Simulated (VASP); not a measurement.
Set up this calculation in VASP 6.6.1, as the native input.

| Property | Result |
| --- | --- |
| Task | single point |
| Functional | PBE |
| Potentials or basis | VASP PAW PBE potentials, release 64 (Be) |
| Cutoff | 520 eV |
| k mesh | 20 × 20 × 11 |
| Occupations | fermi-dirac, width 0.05 eV |
| Spin | no spin polarisation |
| Dipole correction | no |
| Further INCAR settings | ALGO = Normal; EDIFF = 1e-06; NBANDS = 9 |

The structure of Be lies in POSCAR:

```
Be
1.0
    2.3297620601      0.0000000000      0.0000000000
   -1.1648810301      2.0176331288      0.0000000000
    0.0000000000      0.0000000000      3.6482856972
Be
2
Direct
    0.3333333333      0.6666666667      0.2500000000
    0.6666666667      0.3333333333      0.7500000000
```

One way to write it, as run:

INCAR

```
ALGO = Normal
EDIFF = 1E-6
ENCUT = 520
GGA = PE
ISIF = 2
ISMEAR = -1
LASPH = True
LCHARG = False
LREAL = False
LWAVE = False
NBANDS = 9
NELM = 100
PREC = Accurate
SIGMA = 0.05
```

KPOINTS

```
k-points
0
Gamma
  20 20 11
```

Potentials or basis: VASP PAW PBE potentials, release 64 (Be).

Command:

```sh
$ cat potpaw_PBE.64/Be/POTCAR > POTCAR
$ mpirun -np 1 vasp_std > vasp.out
```

Results of the run:

```json
{
  "Pressure": "-8.5 GPa",
  "Band gap on the k mesh": "zero (bands 2 and 3 overlap by 1.36 eV)"
}
```

Caveat: the cell stands under tension.

It took 10 s on 1 thread of Intel(R) Xeon(R) 6975P-C (Granite Rapids), with other jobs on the host, peak memory 0.15 GiB.
